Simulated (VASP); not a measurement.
# TiO2 (Rutile) (P4_2/mnm) in VASP: notebook

The runs below take TiO2 (Rutile) through single point, relaxation of cell and atoms, with RPBE, PBE+D3(BJ), PBEsol.

All numbers are computed with VASP 6.6.1; they aren't measurements. Logs are shortened: lines on timing, memory, paths and dates and some standing lists are left out, and cuts for length are marked.

## Step 1: The cell of the first run

It takes space group P4_2/mnm (No. 136, tetragonal). The conventional cell has a = 4.686 Å, b = 4.686 Å, c = 2.981 Å, α = 90.00°, β = 90.00°, γ = 90.00°. Ti (site symmetry mmm) has 6 O at 1.97 to 2.03 Å within 2.6 Å. Within 2.6 Å of O (site symmetry m2m) lie 3 Ti at 1.97 to 2.03 Å and 1 O at 2.57 Å.

## Step 2: Single point, RPBE

File INCAR:

```
SYSTEM = TiO2
ALGO = Normal
EDIFF = 1E-7
ENCUT = 520
GGA = RP
ISIF = 2
ISMEAR = 0
LASPH = .TRUE.
LCHARG = .TRUE.
LELF = .TRUE.
LREAL = .FALSE.
LVHAR = .TRUE.
LWAVE = .FALSE.
NBANDS = 33
NELM = 60
PREC = Accurate
SIGMA = 0.01
```

File KPOINTS:

```
k-points
0
G
  3 3 5
  0 0 0
```

File POSCAR:

```
TiO2
1.0
    4.6864642240      0.0000000000      0.0000000000
    0.0000000000      4.6864642240      0.0000000000
    0.0000000000      0.0000000000      2.9809688004
Ti O
2 4
Direct
    0.0000000000      0.0000000000      0.0000000000
    0.5000000000      0.5000000000      0.5000000000
    0.3059107021      0.3059107021      0.0000000000
    0.1940892979      0.8059107021      0.5000000000
    0.6940892979      0.6940892979      0.0000000000
    0.8059107021      0.1940892979      0.5000000000
```

Potentials or basis: VASP PAW PBE potentials, release 64 (Ti_sv, O).

Run with:

```sh
> cat potpaw_PBE.64/Ti_sv/POTCAR potpaw_PBE.64/O/POTCAR > POTCAR
> mpirun -np 1 vasp_std > vasp.out
```

OUTCAR:

```text
SYSTEM = TiO2
   EDIFF = 1E-7
   ENCUT = 520
   GGA = RP
   ISIF = 2
   ISMEAR = 0
   LASPH = .TRUE.
   LREAL = .FALSE.
   NELM = 60
   PREC = Accurate

 ion  position               nearest neighbor table
   1  0.000  0.000  0.000-   4 1.97   6 1.97   4 1.97   6 1.97   5 2.03   3 2.03
   2  0.500  0.500  0.500-   3 1.97   5 1.97   3 1.97   5 1.97   4 2.03   6 2.03
   3  0.306  0.306  0.000-   2 1.97   2 1.97   1 2.03
   4  0.194  0.806  0.500-   1 1.97   1 1.97   2 2.03
   5  0.694  0.694  0.000-   2 1.97   2 1.97   1 2.03
   6  0.806  0.194  0.500-   1 1.97   1 1.97   2 2.03

  LATTYP: Found a simple tetragonal cell.
 ALAT       =     4.6864642240
 C/A-ratio  =     0.6360805626

  Lattice vectors:

 A1 = (   4.6864642240,   0.0000000000,   0.0000000000)
 A2 = (   0.0000000000,   4.6864642240,   0.0000000000)
 A3 = (   0.0000000000,   0.0000000000,   2.9809688004)

Analysis of symmetry for initial positions (statically):
=====================================================================
 Subroutine PRICEL returns:
 Original cell was already a primitive cell.

 Routine SETGRP: Setting up the symmetry group for a
 simple tetragonal supercell.

 Subroutine GETGRP returns: Found 16 space group operations
 (whereof  8 operations were pure point group operations)
 out of a pool of 16 trial point group operations.

The static configuration has the point symmetry D_2h.
 The point group associated with its full space group is D_4h.

Analysis of symmetry for dynamics (positions and initial velocities):
=====================================================================
 Subroutine PRICEL returns:
 Original cell was already a primitive cell.

 Routine SETGRP: Setting up the symmetry group for a
 simple tetragonal supercell.

 Subroutine GETGRP returns: Found 16 space group operations
 (whereof  8 operations were pure point group operations)
 out of a pool of 16 trial point group operations.

The dynamic configuration has the point symmetry D_2h.
 The point group associated with its full space group is D_4h.

 Subroutine INISYM returns: Found 16 space group operations
 (whereof  8 operations are pure point group operations),
 and found     1 'primitive' translations

----------------------------------------------------------------------------------------

                                     Primitive cell

  volume of cell :      65.4709

  direct lattice vectors                    reciprocal lattice vectors
     4.686464224  0.000000000  0.000000000     0.213380483  0.000000000  0.000000000
     0.000000000  4.686464224  0.000000000     0.000000000  0.213380483  0.000000000
     0.000000000  0.000000000  2.980968800     0.000000000  0.000000000  0.335461411

  length of vectors
     4.686464224  4.686464224  2.980968800     0.213380483  0.213380483  0.335461411

  position of ions in fractional coordinates (direct lattice)
     0.000000000  0.000000000  0.000000000
     0.500000000  0.500000000  0.500000000
     0.305910702  0.305910702  0.000000000
     0.194089298  0.805910702  0.500000000
     0.694089298  0.694089298  0.000000000
     0.805910702  0.194089298  0.500000000

  ion indices of the primitive-cell ions
   primitive index   ion index
                 1           1
                 2           2
                 3           3
                 4           4
                 5           5
                 6           6

----------------------------------------------------------------------------------------

 KPOINTS: k-points

Automatic generation of k-mesh.
 Grid dimensions read from file:
 generate k-points for:    3    3    5

 Generating k-lattice:

  Cartesian coordinates                     Fractional coordinates (reciprocal lattice)
     0.071126828  0.000000000  0.000000000     0.333333333  0.000000000  0.000000000
     0.000000000  0.071126828  0.000000000     0.000000000  0.333333333  0.000000000
     0.000000000  0.000000000  0.067092282     0.000000000  0.000000000  0.200000000

  Length of vectors
     0.071126828  0.071126828  0.067092282

  Shift w.r.t. Gamma in fractional coordinates (k-lattice)
     0.000000000  0.000000000  0.000000000

 Subroutine IBZKPT returns following result:
 ===========================================

 Found      9 irreducible k-points:

 Following reciprocal coordinates:
            Coordinates               Weight
  0.000000  0.000000  0.000000      1.000000
  0.333333  0.000000  0.000000      4.000000
  0.333333  0.333333  0.000000      4.000000
  0.000000  0.000000  0.200000      2.000000
  0.333333  0.000000  0.200000      8.000000
  0.333333  0.333333  0.200000      8.000000
  0.000000  0.000000  0.400000      2.000000
  0.333333  0.000000  0.400000      8.000000
  0.333333  0.333333  0.400000      8.000000
   k-points           NKPTS =      9   k-points in BZ     NKDIM =      9   number of bands    NBANDS=     33
   number of dos      NEDOS =    301   number of ions     NIONS =      6
   total plane-waves  NPLWV =  31104
   dimension x,y,z NGX =    36 NGY =   36 NGZ =   24
   dimension x,y,z NGXF=    72 NGYF=   72 NGZF=   48
   ions per type =               2   4
   NGX,Y,Z   is equivalent  to a cutoff of  12.77, 12.77, 13.38 a.u.
   NGXF,Y,Z  is equivalent  to a cutoff of  25.54, 25.54, 26.77 a.u.
 SYSTEM =  TiO2
   PREC   = accura    normal or accurate (medium, high low for compatibility)
   ISTART =      0    job   : 0-new  1-cont  2-samecut
   ICHARG =      2    charge: 1-file 2-atom 10-const
   ISPIN  =      1    spin polarized calculation?
   LNONCOLLINEAR =      F non collinear calculations
   LSORBIT =      F    spin-orbit coupling
   LASPH  =      T    aspherical Exc in radial PAW
   ENCUT  =  520.0 eV  38.22 Ry    6.18 a.u.   8.71  8.71  5.54*2*pi/ulx,y,z
   NELM   =     60;   NELMIN=  2; NELMDL= -5     # of ELM steps
   EDIFF  = 0.1E-06   stopping-criterion for ELM
   LREAL  =      F    real-space projection
   EDIFFG = 0.1E-05   stopping-criterion for IOM
   NSW    =      0    number of steps for IOM
   IBRION =     -1    ionic relax: 0-MD 1-quasi-New 2-CG
   NFREE  =      0    steps in history (QN), initial steepest desc. (CG)
   ISIF   =      2    stress and relaxation
   ISYM   =      2    0-nonsym 1-usesym 2-fastsym
   POTIM  = 0.5000    time-step for ionic-motion
   TEBEG  =    0.0;   TEEND  =   0.0 temperature during run
   PSTRESS=    0.0 pullay stress
   NELECT =      48.0000    total number of electrons
   NUPDOWN=      -1.0000    fix difference up-down
   EMIN   =  10.00;   EMAX   =-10.00  energy-range for DOS
   EFERMI =   0.00;   METHOD = LEGACY
   ISMEAR =     0;   SIGMA  =   0.01  broadening in eV -4-tet -1-fermi 0-gaus
   EFERMI_NEDOS =   21; number of points for ismear=-14 and -15
   IALGO  =     38    algorithm
   IMIX   =      4    mixing-type and parameters
     AMIX     =   0.40;   BMIX     =  1.00
     AMIX_MAG =   1.60;   BMIX_MAG =  1.00
  volume/ion in A,a.u.               =      10.91        73.64
  Fermi-wavevector in a.u.,A,eV,Ry     =   1.476180  2.789575 29.648544  2.179107
  Thomas-Fermi vector in A             =   2.590738
   LORBIT       =      0    0 simple, 1 ext, 2 COOP (PROOUT), +10 PAW based schemes
   GGA     = RP    functional components
   LHFCALC =     F    Hartree Fock is set to
   AEXX    =    0.0000 exact exchange contribution
   IVDW    =     0    specifies the selected vdW correction
   LEPSILON=     F    determine dielectric tensor
   LRPA    =     F    only Hartree local field effects (RPA)
 non-spin polarized calculation
 Gauss-broadening in eV      SIGMA  =   0.01
  energy-cutoff  :      520.00
  volume of cell :       65.47
 maximum number of plane-waves:      1803
 NGX is ok and might be reduce to    36
   NGX = 17   NGY = 17   NGZ = 11

 number of electron      48.0000003 magnetization

 Free energy of the ion-electron system (eV)
  ---------------------------------------------------
  ext. energy  EPLUGINS =         0.00000000
  ---------------------------------------------------
  free energy    TOTEN  =       -51.20784861 eV

  energy without entropy =      -51.20784861  energy(sigma->0) =      -51.20784861

 E-fermi :   4.5386     XC(G=0): -10.8792

 val. band max:        4.4556204685   @ k =   0.0000   0.0000   0.0000
 cond. band min:       6.2993961099   @ k =   0.0000   0.0000   0.0000
 fundamental gap:      1.8437756414
 Fermi energy:         4.5385723936

 k-point     1 :       0.0000    0.0000    0.0000
  band No.  band energies     occupation
      1     -52.7072      2.00000
      2     -52.6946      2.00000
      3     -28.9022      2.00000
      4     -28.9022      2.00000
      5     -28.7671      2.00000
      6     -28.7671      2.00000
[... 25 lines left out ...]
     32      10.7850      0.00000
     33      10.7909      0.00000

 k-point     2 :       0.3333    0.0000    0.0000
  band No.  band energies     occupation
      1     -52.7040      2.00000
      2     -52.6977      2.00000
      3     -28.8783      2.00000
      4     -28.8769      2.00000
      5     -28.7943      2.00000
      6     -28.7930      2.00000
[... 25 lines left out ...]
     32      10.5504      0.00000
     33      10.5858      0.00000

 k-point     3 :       0.3333    0.3333    0.0000
  band No.  band energies     occupation
      1     -52.7024      2.00000
      2     -52.6993      2.00000
      3     -28.9087      2.00000
      4     -28.8827      2.00000
      5     -28.7898      2.00000
      6     -28.7629      2.00000
[... 25 lines left out ...]
     32      10.3562      0.00000
     33      10.5627      0.00000

 k-point     4 :       0.0000    0.0000    0.2000
  band No.  band energies     occupation
      1     -52.6939      2.00000
      2     -52.6837      2.00000
      3     -28.8664      2.00000
      4     -28.8664      2.00000
      5     -28.8540      2.00000
      6     -28.8347      2.00000
[... 25 lines left out ...]
     32      10.3581      0.00000
     33      10.3581      0.00000

 k-point     5 :       0.3333    0.0000    0.2000
  band No.  band energies     occupation
      1     -52.6913      2.00000
      2     -52.6862      2.00000
      3     -28.8698      2.00000
      4     -28.8523      2.00000
      5     -28.8431      2.00000
      6     -28.8303      2.00000
[... 25 lines left out ...]
     32       9.7044      0.00000
     33      10.3126      0.00000

 k-point     6 :       0.3333    0.3333    0.2000
  band No.  band energies     occupation
      1     -52.6900      2.00000
      2     -52.6874      2.00000
      3     -28.8720      2.00000
      4     -28.8634      2.00000
      5     -28.8498      2.00000
      6     -28.8321      2.00000
[... 25 lines left out ...]
     32       9.9631      0.00000
     33      10.3586      0.00000

 k-point     7 :       0.0000    0.0000    0.4000
  band No.  band energies     occupation
      1     -52.6711      2.00000
      2     -52.6671      2.00000
      3     -29.0681      2.00000
      4     -29.0615      2.00000
      5     -28.7984      2.00000
      6     -28.7984      2.00000
[... 25 lines left out ...]
     32       9.8537      0.00000
     33      10.1906      0.00000

 k-point     8 :       0.3333    0.0000    0.4000
  band No.  band energies     occupation
      1     -52.6701      2.00000
      2     -52.6681      2.00000
      3     -29.0727      2.00000
      4     -29.0692      2.00000
      5     -28.7877      2.00000
      6     -28.7849      2.00000
[... 25 lines left out ...]
     32       9.2274      0.00000
     33      10.7934      0.00000

 k-point     9 :       0.3333    0.3333    0.4000
  band No.  band energies     occupation
      1     -52.6695      2.00000
      2     -52.6686      2.00000
      3     -29.0702      2.00000
      4     -29.0650      2.00000
      5     -28.8012      2.00000
      6     -28.7884      2.00000
[... 25 lines left out ...]
     32       9.9931      0.00000
     33      10.1769      0.00000

------------------------ aborting loop because EDIFF is reached ----------------------------------------

  FORCE on cell =-STRESS in cart. coord.  units (eV):
  Direction    XX          YY          ZZ          XY          YZ          ZX
  --------------------------------------------------------------------------------------
  -------------------------------------------------------------------------------------
  Total        0.1924219      0.1924219      0.3156534      0.0000000      0.0000000      0.0000000
  in kB        4.7088729      4.7088729      7.7245466      0.0000000      0.0000000      0.0000000
  external PRESSURE =       5.7140974 kB  Pullay stress =       0.0000000 kB

 VOLUME and BASIS-vectors are now :
 -----------------------------------------------------------------------------
  energy-cutoff  :      520.00
  volume of cell :       65.47
      direct lattice vectors                 reciprocal lattice vectors
     4.686464224  0.000000000  0.000000000     0.213380483  0.000000000  0.000000000
     0.000000000  4.686464224  0.000000000     0.000000000  0.213380483  0.000000000
     0.000000000  0.000000000  2.980968800     0.000000000  0.000000000  0.335461411

 POSITION                                       TOTAL-FORCE (eV/Angst)
 -----------------------------------------------------------------------------------
      0.00000      0.00000      0.00000         0.000000      0.000000      0.000000
      2.34323      2.34323      1.49048         0.000000      0.000000      0.000000
      1.43364      1.43364      0.00000        -0.019838     -0.019838      0.000000
      0.90959      3.77687      1.49048         0.019838     -0.019838      0.000000
      3.25282      3.25282      0.00000         0.019838      0.019838     -0.000000
      3.77687      0.90959      1.49048        -0.019838      0.019838     -0.000000
 -----------------------------------------------------------------------------------
    total drift:                                0.000000      0.000000      0.000000

  FREE ENERGIE OF THE ION-ELECTRON SYSTEM (eV)
  ---------------------------------------------------
  free  energy   TOTEN  =       -51.2078486058 eV

  energy  without entropy=      -51.2078486058  energy(sigma->0) =      -51.20784861
```

Wall time 16 s (1 thread of AMD EPYC 9R45 (Zen 5), shared host); peak memory 0.14 GiB.

Results:

| Item | Value |
| --- | --- |
| Free energy | -51.2078 eV |
| Pressure | 0.6 GPa |
| Largest force | 0.028 eV/Å |
| Band gap on the k mesh | 1.84 eV, direct |

Forces in eV/Å, atoms in the order of the input:
```
Ti   0.000  0.000  0.000
Ti   0.000  0.000  0.000
O   -0.020 -0.020  0.000
O    0.020 -0.020  0.000
O    0.020  0.020  0.000
O   -0.020  0.020  0.000
```

Stress tensor (GPa, compression positive):
```
0.47 0.00 0.00
0.00 0.47 0.00
0.00 0.00 0.77
```

Levels at points of the mesh, in eV from the valence-band top:
| k point | band 21 | band 22 | band 23 | band 24 | band 25 | band 26 | band 27 | band 28 |
| --- | --- | --- | --- | --- | --- | --- | --- | --- |
| (0.00, 0.00, 0.00) | -0.64 | -0.40 | -0.40 | 0.00 | 1.84 | 2.14 | 2.39 | 2.45 |

Caveat: the k points lie up to 0.45 Å⁻¹ apart; the PAW data sets were made with another functional, which shifts forces and pressure a little. A k mesh can miss the band edges.

(Part 1 of 3 ends here.)
